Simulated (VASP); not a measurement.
# SnSe (F-43m) in VASP: notebook

SnSe is run at these levels: PBE, HSE06, PBE-based global hybrid with 75 % exact exchange, PBE-based screened hybrid with 35 % exact exchange; tasks: single point.

Everything below comes from runs of VASP 6.6.1. Logs are shortened: lines on timing, memory, paths and dates and some standing lists are left out, and cuts for length are marked.

### 1 The cell of the first run

The structure is cubic, space group F-43m (No. 216). Conventional cell: a = 6.728 Å, b = 6.728 Å, c = 6.728 Å, α = 90.00°, β = 90.00°, γ = 90.00°. Within 3.8 Å of Sn (site symmetry -43m) lie 4 Se at 2.91 Å. Se (site symmetry -43m) has 4 Sn at 2.91 Å within 3.8 Å.

### 2 Single point, PBE

File INCAR:

```
ALGO = Normal
EDIFF = 1E-6
ENCUT = 520
GGA = PE
ISIF = 2
ISMEAR = -1
LASPH = True
LCHARG = True
LELF = True
LREAL = False
LVHAR = True
LWAVE = False
NBANDS = 17
NELM = 60
PREC = Accurate
SIGMA = 0.02
```

File KPOINTS:

```
k-points
0
Gamma
  4 4 4
```

File POSCAR:

```
SnSe
1.0
    0.0000000000      3.3639842963      3.3639842963
    3.3639842963      0.0000000000      3.3639842963
    3.3639842963      3.3639842963      0.0000000000
Sn Se
1 1
Direct
    0.0000000000      0.0000000000      0.0000000000
    0.2500000000      0.2500000000      0.2500000000
```

Potentials or basis: VASP PAW PBE potentials, release 64 (Sn_d, Se).

Started as:

```sh
$ cat potpaw_PBE.64/Sn_d/POTCAR potpaw_PBE.64/Se/POTCAR > POTCAR
$ mpirun -np 1 vasp_std > vasp.out
```

OUTCAR:

```text
EDIFF = 1E-6
   ENCUT = 520
   GGA = PE
   ISIF = 2
   ISMEAR = -1
   LASPH = True
   LREAL = False
   NELM = 60
   PREC = Accurate

 ion  position               nearest neighbor table
   1  0.000  0.000  0.000-   2 2.91   2 2.91   2 2.91   2 2.91
   2  0.250  0.250  0.250-   1 2.91   1 2.91   1 2.91   1 2.91

  LATTYP: Found a face centered cubic cell.
 ALAT       =     6.7279685926

  Lattice vectors:

 A1 = (   0.0000000000,   3.3639842963,   3.3639842963)
 A2 = (   3.3639842963,   0.0000000000,   3.3639842963)
 A3 = (   3.3639842963,   3.3639842963,   0.0000000000)

Analysis of symmetry for initial positions (statically):
=====================================================================
 Subroutine PRICEL returns:
 Original cell was already a primitive cell.

 Routine SETGRP: Setting up the symmetry group for a
 face centered cubic supercell.

 Subroutine GETGRP returns: Found 24 space group operations
 (whereof 24 operations were pure point group operations)
 out of a pool of 48 trial point group operations.

The static configuration has the point symmetry T_d .

Analysis of symmetry for dynamics (positions and initial velocities):
=====================================================================
 Subroutine PRICEL returns:
 Original cell was already a primitive cell.

 Routine SETGRP: Setting up the symmetry group for a
 face centered cubic supercell.

 Subroutine GETGRP returns: Found 24 space group operations
 (whereof 24 operations were pure point group operations)
 out of a pool of 48 trial point group operations.

The dynamic configuration has the point symmetry T_d .

 Subroutine INISYM returns: Found 24 space group operations
 (whereof 24 operations are pure point group operations),
 and found     1 'primitive' translations

----------------------------------------------------------------------------------------

                                     Primitive cell

  volume of cell :      76.1363

  direct lattice vectors                    reciprocal lattice vectors
     0.000000000  3.363984296  3.363984296    -0.148633274  0.148633274  0.148633274
     3.363984296  0.000000000  3.363984296     0.148633274 -0.148633274  0.148633274
     3.363984296  3.363984296  0.000000000     0.148633274  0.148633274 -0.148633274

  length of vectors
     4.757392215  4.757392215  4.757392215     0.257440382  0.257440382  0.257440382

  position of ions in fractional coordinates (direct lattice)
     0.000000000  0.000000000  0.000000000
     0.250000000  0.250000000  0.250000000

  ion indices of the primitive-cell ions
   primitive index   ion index
                 1           1
                 2           2

----------------------------------------------------------------------------------------

 KPOINTS: k-points

Automatic generation of k-mesh.
 Grid dimensions read from file:
 generate k-points for:    4    4    4

 Generating k-lattice:

  Cartesian coordinates                     Fractional coordinates (reciprocal lattice)
    -0.037158319  0.037158319  0.037158319     0.250000000  0.000000000  0.000000000
     0.037158319 -0.037158319  0.037158319     0.000000000  0.250000000  0.000000000
     0.037158319  0.037158319 -0.037158319     0.000000000  0.000000000  0.250000000

  Length of vectors
     0.064360096  0.064360096  0.064360096

  Shift w.r.t. Gamma in fractional coordinates (k-lattice)
     0.000000000  0.000000000  0.000000000

 Subroutine IBZKPT returns following result:
 ===========================================

 Found      8 irreducible k-points:

 Following reciprocal coordinates:
            Coordinates               Weight
  0.000000  0.000000  0.000000      1.000000
  0.250000  0.000000  0.000000      8.000000
  0.500000  0.000000  0.000000      4.000000
  0.250000  0.250000  0.000000      6.000000
  0.500000  0.250000  0.000000     24.000000
 -0.250000  0.250000  0.000000     12.000000
  0.500000  0.500000  0.000000      3.000000
 -0.250000  0.500000  0.250000      6.000000
   k-points           NKPTS =      8   k-points in BZ     NKDIM =      8   number of bands    NBANDS=     17
   number of dos      NEDOS =    301   number of ions     NIONS =      2
   total plane-waves  NPLWV =  46656
   dimension x,y,z NGX =    36 NGY =   36 NGZ =   36
   dimension x,y,z NGXF=    72 NGYF=   72 NGZF=   72
   ions per type =               1   1
   NGX,Y,Z   is equivalent  to a cutoff of  12.58, 12.58, 12.58 a.u.
   NGXF,Y,Z  is equivalent  to a cutoff of  25.16, 25.16, 25.16 a.u.
 SYSTEM =  unknown system
   PREC   = accura    normal or accurate (medium, high low for compatibility)
   ISTART =      0    job   : 0-new  1-cont  2-samecut
   ICHARG =      2    charge: 1-file 2-atom 10-const
   ISPIN  =      1    spin polarized calculation?
   LNONCOLLINEAR =      F non collinear calculations
   LSORBIT =      F    spin-orbit coupling
   LASPH  =      T    aspherical Exc in radial PAW
   ENCUT  =  520.0 eV  38.22 Ry    6.18 a.u.   8.85  8.85  8.85*2*pi/ulx,y,z
   NELM   =     60;   NELMIN=  2; NELMDL= -5     # of ELM steps
   EDIFF  = 0.1E-05   stopping-criterion for ELM
   LREAL  =      F    real-space projection
   EDIFFG = 0.1E-04   stopping-criterion for IOM
   NSW    =      0    number of steps for IOM
   IBRION =     -1    ionic relax: 0-MD 1-quasi-New 2-CG
   NFREE  =      0    steps in history (QN), initial steepest desc. (CG)
   ISIF   =      2    stress and relaxation
   ISYM   =      2    0-nonsym 1-usesym 2-fastsym
   POTIM  = 0.5000    time-step for ionic-motion
   TEBEG  =    0.0;   TEEND  =   0.0 temperature during run
   PSTRESS=    0.0 pullay stress
   NELECT =      20.0000    total number of electrons
   NUPDOWN=      -1.0000    fix difference up-down
   EMIN   =  10.00;   EMAX   =-10.00  energy-range for DOS
   EFERMI =   0.00;   METHOD = LEGACY
   ISMEAR =    -1;   SIGMA  =   0.02  broadening in eV -4-tet -1-fermi 0-gaus
   EFERMI_NEDOS =   21; number of points for ismear=-14 and -15
   IALGO  =     38    algorithm
   IMIX   =      4    mixing-type and parameters
     AMIX     =   0.40;   BMIX     =  1.00
     AMIX_MAG =   1.60;   BMIX_MAG =  1.00
  volume/ion in A,a.u.               =      38.07       256.90
  Fermi-wavevector in a.u.,A,eV,Ry     =   1.048466  1.981313 14.956615  1.099280
  Thomas-Fermi vector in A             =   2.183388
   LORBIT       =      0    0 simple, 1 ext, 2 COOP (PROOUT), +10 PAW based schemes
   GGA     = PE    functional components
   LHFCALC =     F    Hartree Fock is set to
   AEXX    =    0.0000 exact exchange contribution
   IVDW    =     0    specifies the selected vdW correction
   LEPSILON=     F    determine dielectric tensor
   LRPA    =     F    only Hartree local field effects (RPA)
 non-spin polarized calculation
  energy-cutoff  :      520.00
  volume of cell :       76.14
 maximum number of plane-waves:      2085
   NGX = 17   NGY = 17   NGZ = 17

 number of electron      20.0000008 magnetization

 Free energy of the ion-electron system (eV)
  ---------------------------------------------------
  ext. energy  EPLUGINS =         0.00000000
  ---------------------------------------------------
  free energy    TOTEN  =        -7.76433360 eV

  energy without entropy =       -7.76075331  energy(sigma->0) =       -7.76254345

 E-fermi :   3.0059     XC(G=0):  -7.8621

 val. band max:        2.9923703001   @ k =   0.5000   0.5000   0.0000
 cond. band min:       3.4490779459   @ k =   0.2500   0.2500   0.0000
 fundamental gap:      0.4567076458
 Fermi energy:         3.0058778579

 k-point     1 :       0.0000    0.0000    0.0000
  band No.  band energies     occupation
      1     -18.7883      2.00000
      2     -18.7883      2.00000
      3     -18.7883      2.00000
      4     -18.7757      2.00000
      5     -18.7757      2.00000
      6     -10.3349      2.00000
[... 9 lines left out ...]
     16      10.4187      0.00000
     17      11.5835      0.00000

 k-point     2 :       0.2500    0.0000    0.0000
  band No.  band energies     occupation
      1     -18.7901      2.00000
      2     -18.7868      2.00000
      3     -18.7868      2.00000
      4     -18.7755      2.00000
      5     -18.7755      2.00000
      6     -10.1236      2.00000
[... 9 lines left out ...]
     16       9.6952      0.00000
     17      11.1251      0.00000

 k-point     3 :       0.5000    0.0000    0.0000
  band No.  band energies     occupation
      1     -18.7919      2.00000
      2     -18.7856      2.00000
      3     -18.7856      2.00000
      4     -18.7749      2.00000
      5     -18.7749      2.00000
      6      -9.8787      2.00000
[... 9 lines left out ...]
     16      10.8308      0.00000
     17      10.8308      0.00000

 k-point     4 :       0.2500    0.2500    0.0000
  band No.  band energies     occupation
      1     -18.7926      2.00000
      2     -18.7851      2.00000
      3     -18.7851      2.00000
      4     -18.7766      2.00000
      5     -18.7746      2.00000
      6     -10.0511      2.00000
[... 9 lines left out ...]
     16      11.1021      0.00000
     17      13.0749      0.00000

 k-point     5 :       0.5000    0.2500    0.0000
  band No.  band energies     occupation
      1     -18.7938      2.00000
      2     -18.7842      2.00000
      3     -18.7836      2.00000
      4     -18.7764      2.00000
      5     -18.7743      2.00000
      6      -9.8004      2.00000
[... 9 lines left out ...]
     16      11.1805      0.00000
     17      12.1775      0.00000

 k-point     6 :      -0.2500    0.2500    0.0000
  band No.  band energies     occupation
      1     -18.7920      2.00000
      2     -18.7852      2.00000
      3     -18.7850      2.00000
      4     -18.7755      2.00000
      5     -18.7752      2.00000
      6      -9.8856      2.00000
[... 9 lines left out ...]
     16      10.7276      0.00000
     17      12.2002      0.00000

 k-point     7 :       0.5000    0.5000    0.0000
  band No.  band energies     occupation
      1     -18.7969      2.00000
      2     -18.7819      2.00000
      3     -18.7819      2.00000
      4     -18.7776      2.00000
      5     -18.7735      2.00000
      6      -9.7146      2.00000
[... 9 lines left out ...]
     16      12.3667      0.00000
     17      12.3703      0.00000

 k-point     8 :      -0.2500    0.5000    0.2500
  band No.  band energies     occupation
      1     -18.7941      2.00000
      2     -18.7847      2.00000
      3     -18.7820      2.00000
      4     -18.7764      2.00000
      5     -18.7745      2.00000
      6      -9.7115      2.00000
[... 9 lines left out ...]
     16      11.7200      0.00000
     17      11.9484      0.00000

------------------------ aborting loop because EDIFF is reached ----------------------------------------

  FORCE on cell =-STRESS in cart. coord.  units (eV):
  Direction    XX          YY          ZZ          XY          YZ          ZX
  --------------------------------------------------------------------------------------
  -------------------------------------------------------------------------------------
  Total        0.0996631      0.0996631      0.0996631     -0.0000000      0.0000000      0.0000000
  in kB        2.0972644      2.0972644      2.0972644     -0.0000000      0.0000000      0.0000000
  external PRESSURE =       2.0972644 kB  Pullay stress =       0.0000000 kB

 VOLUME and BASIS-vectors are now :
 -----------------------------------------------------------------------------
  energy-cutoff  :      520.00
  volume of cell :       76.14
      direct lattice vectors                 reciprocal lattice vectors
     0.000000000  3.363984296  3.363984296    -0.148633274  0.148633274  0.148633274
     3.363984296  0.000000000  3.363984296     0.148633274 -0.148633274  0.148633274
     3.363984296  3.363984296  0.000000000     0.148633274  0.148633274 -0.148633274

 POSITION                                       TOTAL-FORCE (eV/Angst)
 -----------------------------------------------------------------------------------
      0.00000      0.00000      0.00000        -0.000000     -0.000000      0.000000
      1.68199      1.68199      1.68199         0.000000      0.000000     -0.000000
 -----------------------------------------------------------------------------------
    total drift:                               -0.000000     -0.000000     -0.000000

  FREE ENERGIE OF THE ION-ELECTRON SYSTEM (eV)
  ---------------------------------------------------
  free  energy   TOTEN  =        -7.7643336011 eV

  energy  without entropy=       -7.7607533081  energy(sigma->0) =       -7.76254345
```

Wall time 14 s (1 thread of AMD EPYC 7R13 (Zen 3), shared host); peak memory 0.17 GiB.

Results:

```yaml
Free_energy: -7.7643 eV
Pressure: 0.2 GPa
Band_gap_on_the_k_mesh: zero (filled and empty bands touch)
```

Caveat: the k points lie up to 0.40 Å⁻¹ apart; the structure was generated, so it needn't be the stable form of SnSe; semilocal functionals underestimate gaps, and a narrow one can read as zero; spin-orbit coupling is left out, which moves the levels of the heavy elements.

### 3 Single point, HSE06

POSCAR is that of step 2.

File INCAR.step1:

```
  ALGO = Normal
  EDIFF = 1E-5
  ENCUT = 520
  GGA = PE
  ISIF = 2
  ISMEAR = -1
  LASPH = True
  LCHARG = False
  LREAL = False
  LWAVE = True
  NBANDS = 17
  NELM = 60
  PREC = Accurate
  SIGMA = 0.02
```

File INCAR.step2:

```
  ALGO = Normal
  EDIFF = 1E-6
  ENCUT = 520
  GGA = PE
  HFSCREEN = 0.2079
  ISIF = 2
  ISMEAR = -1
  ISTART = 1
  LASPH = True
  LCHARG = False
  LHFCALC = True
  LREAL = False
  LWAVE = False
  NBANDS = 17
  NELM = 60
  PREC = Accurate
  PRECFOCK = Normal
  SIGMA = 0.02
```

KPOINTS is that of step 2.

Potentials or basis: VASP PAW PBE potentials, release 64 (Sn_d, Se).

Started as:

```sh
$ cat potpaw_PBE.64/Sn_d/POTCAR potpaw_PBE.64/Se/POTCAR > POTCAR
$ cp INCAR.step1 INCAR
$ mpirun -np 1 vasp_std > vasp.out
$ cp INCAR.step2 INCAR
$ mpirun -np 1 vasp_std > vasp.out
```

Run time: 15 min. Hardware: 1 thread of AMD EPYC 7R13 (Zen 3), shared host; peak memory 0.3 GiB.

It converged, with:

```
Free energy            : -9.2160 eV
Pressure               : 0.1 GPa
Band gap on the k mesh : 0.31 eV (least direct gap 1.05 eV)
```

Levels at points of the mesh, in eV from the valence-band top:
```
           k point  band 8  band 9  band 10  band 11  band 12  band 13
(0.00, 0.00, 0.00)   -2.70   -2.70    -2.70     1.89     1.89     1.89
(0.50, 0.00, 0.00)   -3.26   -3.26    -2.38     2.69     2.69     3.88
(0.50, 0.50, 0.00)   -4.02   -4.02    -0.73     0.31     5.03     5.03
```

Caveat: the structure was generated, so it needn't be the stable form of SnSe; the PAW data sets were made with another functional, which shifts forces and pressure a little; spin-orbit coupling is left out, which moves the levels of the heavy elements. A k mesh can miss the band edges.

### 4 Single point, PBE-based global hybrid with 75 % exact exchange

POSCAR is that of step 3.

File INCAR.step1:

```
PREC = Accurate ; ENCUT = 520
EDIFF = 1E-5 ; ISMEAR = -1
SIGMA = 0.02 ; LREAL = False
LASPH = True ; NELM = 100
ALGO = Normal ; ISIF = 2
LWAVE = True ; LCHARG = False
GGA = PE ; NBANDS = 17
```

File INCAR.step2:

```
PREC = Accurate ; ENCUT = 520
EDIFF = 1E-6 ; ISMEAR = -1
SIGMA = 0.02 ; LREAL = False
LASPH = True ; NELM = 100
ALGO = Normal ; ISIF = 2
LWAVE = False ; LCHARG = False
GGA = PE ; LHFCALC = True
AEXX = 0.75 ; PRECFOCK = Normal
ISTART = 1 ; NBANDS = 17
```

File KPOINTS:

```
Automatic mesh
0
Gamma
  4 4 4
```

Started as:

```sh
$ cat potpaw_PBE.64/Sn_d/POTCAR potpaw_PBE.64/Se/POTCAR > POTCAR
$ cp INCAR.step1 INCAR
$ mpirun -np 1 vasp_std > vasp.out
$ cp INCAR.step2 INCAR
$ mpirun -np 1 vasp_std > vasp.out
```

It took 15 min on 1 thread of AMD EPYC 7R13 (Zen 3), shared host; peak memory 0.19 GiB.

It converged, with:

| Item | Value |
| --- | --- |
| Free energy | -15.5329 eV |
| Pressure | -1.0 GPa |
| Band gap on the k mesh | 3.22 eV (least direct gap 4.11 eV) |

Levels at points of the mesh, in eV from the valence-band top:
| k point | band 6 | band 7 | band 8 | band 9 | band 10 | band 11 | band 12 | band 13 | band 14 | band 15 |
| --- | --- | --- | --- | --- | --- | --- | --- | --- | --- | --- |
| (0.00, 0.00, 0.00) | -17.72 | -6.55 | -3.52 | -3.52 | -3.52 | 5.07 | 5.07 | 5.07 | 8.35 | 11.68 |
| (0.50, 0.00, 0.00) | -17.07 | -9.60 | -4.18 | -4.18 | -2.71 | 5.95 | 5.95 | 7.24 | 10.01 | 11.59 |
| (0.50, 0.50, 0.00) | -16.84 | -9.96 | -5.05 | -5.05 | -0.90 | 3.22 | 8.76 | 8.76 | 9.38 | 11.56 |

Caveat: the structure was generated, so it needn't be the stable form of SnSe; the PAW data sets were made with another functional, which shifts forces and pressure a little; spin-orbit coupling is left out, which moves the levels of the heavy elements. A k mesh can miss the band edges.

### 5 Single point, PBE-based screened hybrid with 35 % exact exchange

POSCAR is that of step 4.

File INCAR.step1:

```
ALGO = Normal
EDIFF = 1E-5
ENCUT = 520
GGA = PE
ISIF = 2
ISMEAR = -1
LASPH = T
LCHARG = F
LREAL = F
LWAVE = T
NBANDS = 17
NELM = 60
PREC = Accurate
SIGMA = 0.02
```

File INCAR.step2:

```
AEXX = 0.35
ALGO = Normal
EDIFF = 1E-6
ENCUT = 520
GGA = PE
HFSCREEN = 0.5
ISIF = 2
ISMEAR = -1
ISTART = 1
LASPH = T
LCHARG = F
LHFCALC = T
LREAL = F
LWAVE = F
NBANDS = 17
NELM = 60
PREC = Accurate
PRECFOCK = Normal
SIGMA = 0.02
```

File KPOINTS:

```
k-points
0
Gamma
  4 4 4
```

Started as:

```sh
$ cat potpaw_PBE.64/Sn_d/POTCAR potpaw_PBE.64/Se/POTCAR > POTCAR
$ cp INCAR.step1 INCAR
$ mpirun -np 1 vasp_std > vasp.out
$ cp INCAR.step2 INCAR
$ mpirun -np 1 vasp_std > vasp.out
```

It took 13 min on 1 thread of AMD EPYC 7R13 (Zen 3), shared host; peak memory 0.29 GiB.

The run converged. Its results:

| Item | Value |
| --- | --- |
| Free energy | -8.7706 eV |
| Pressure | 0.0 GPa |
| Band gap on the k mesh | 0.13 eV (least direct gap 0.84 eV) |

Levels at points of the mesh, in eV from the valence-band top:
```
           k point  band 8  band 9  band 10  band 11  band 12  band 13
(0.00, 0.00, 0.00)   -2.65   -2.65    -2.65     1.67     1.67     1.67
(0.50, 0.00, 0.00)   -3.18   -3.18    -2.30     2.46     2.46     3.62
(0.50, 0.50, 0.00)   -3.90   -3.90    -0.71     0.13     4.74     4.74
```

Caveat: the structure was generated, so it needn't be the stable form of SnSe; the PAW data sets were made with another functional, which shifts forces and pressure a little; spin-orbit coupling is left out, which moves the levels of the heavy elements. A k mesh can miss the band edges.

### 6 The runs side by side

| level | grid for exact exchange (PRECFOCK) | share of exact exchange | screening parameter | gap on the mesh (eV) | pressure (GPa) |
| --- | --- | --- | --- | --- | --- |
| PBE | - | - | - | none | 0.2 |
| HSE06 | Normal | 0.25 | 0.2079 1/Å | 0.31 | 0.1 |
| PBE-based global hybrid with 75 % exact exchange | Normal | 0.75 | - | 3.22 | -1.0 |
| PBE-based screened hybrid with 35 % exact exchange | Normal | 0.35 | 0.5 1/Å | 0.13 | 0.0 |

Alike in all rows: task single point; potentials or basis VASP PAW PBE potentials, release 64 (Sn_d, Se); no spin polarisation; cell as given; k mesh 4 × 4 × 4; cutoff (eV) 520; smearing fermi-dirac 0.02 eV.

Caveats: some runs use coarse meshes; the structure was generated, so it needn't be the stable form of SnSe; spin-orbit coupling is left out, which moves the levels of the heavy elements; the PAW data sets were made with another functional, which shifts forces and pressure a little (at least some runs); semilocal functionals underestimate gaps, and a narrow one can read as zero (at least some runs).

Absolute energies hang on the potentials; compare differences alone.

The gap in the log of VASP goes by the Fermi energy; the results here count the filled bands.